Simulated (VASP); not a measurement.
Wanted: the native input for a VASP 6.6.1 run.

```yaml
Task: relaxation of cell and atoms
Functional: PBEsol
Potentials_or_basis: VASP PAW PBE potentials, release 64 (Ta_pv, K_sv, O)
Cutoff: 600 eV
k_mesh: 7 × 7 × 7
Occupations: fermi-dirac, width 0.05 eV
Spin: no spin polarisation
Target_pressure: 5 GPa
Dipole_correction: no
Further_INCAR_settings: ALGO = Normal; EDIFF = 1e-06; IBRION = 2; EDIFFG = -0.01; NSW = 60; ISIF = 3
```

The structure of KTaO3 lies in POSCAR:

```
KTaO3
1.0
    3.9883000000      0.0000000000      0.0000000000
    0.0000000000      3.9883000000      0.0000000000
    0.0000000000      0.0000000000      3.9883000000
Ta K O
1 1 3
Direct
    0.0000000000      0.0000000000      0.0000000000
    0.5000000000      0.5000000000      0.5000000000
    0.0000000000      0.0000000000      0.5000000000
    0.0000000000      0.5000000000      0.0000000000
    0.5000000000      0.0000000000      0.0000000000
```

One way to write it, as run:

INCAR

```
ALGO = Normal
EDIFF = 1E-6
EDIFFG = -0.01
ENCUT = 600
GGA = PS
IBRION = 2
ISIF = 3
ISMEAR = -1
LASPH = T
LCHARG = F
LREAL = F
LWAVE = F
NELM = 100
NSW = 60
PREC = Accurate
PSTRESS = 50.0
SIGMA = 0.05
```

KPOINTS

```
k-points
0
Gamma
  7 7 7
```

Potentials or basis: VASP PAW PBE potentials, release 64 (Ta_pv, K_sv, O).

The run is started by

```bash
$ cat potpaw_PBE.64/Ta_pv/POTCAR potpaw_PBE.64/K_sv/POTCAR potpaw_PBE.64/O/POTCAR > POTCAR
$ mpirun -np 1 vasp_std > vasp.out
```

It gave:

- Relaxed volume: 12.41 Å³/atom
- Relaxed cell: a = 3.958 Å, b = 3.958 Å, c = 3.958 Å, α = 90.00°, β = 90.00°, γ = 90.00°
- Space group after relaxing (to 0.1 Å): Pm-3m (No. 221)
- Energy change on relaxing (the run minimises the enthalpy): +4.4 meV/atom
- Ionic steps: 3
- Pressure after relaxing: 5.0 GPa
- Band gap on the k mesh: 2.19 eV (least direct gap 2.74 eV)

Caveat: the cell is relaxed towards a set pressure, so the run minimises the enthalpy, not the energy; the PAW data sets were made with another functional, which shifts forces and pressure a little; spin-orbit coupling is left out, which moves the levels of the heavy elements; an odd mesh through Γ misses points on the zone boundary, where band edges can lie.

Wall time 2 min on 1 thread of Intel Xeon 8259CL, with other jobs on the host, peak memory 0.21 GiB.
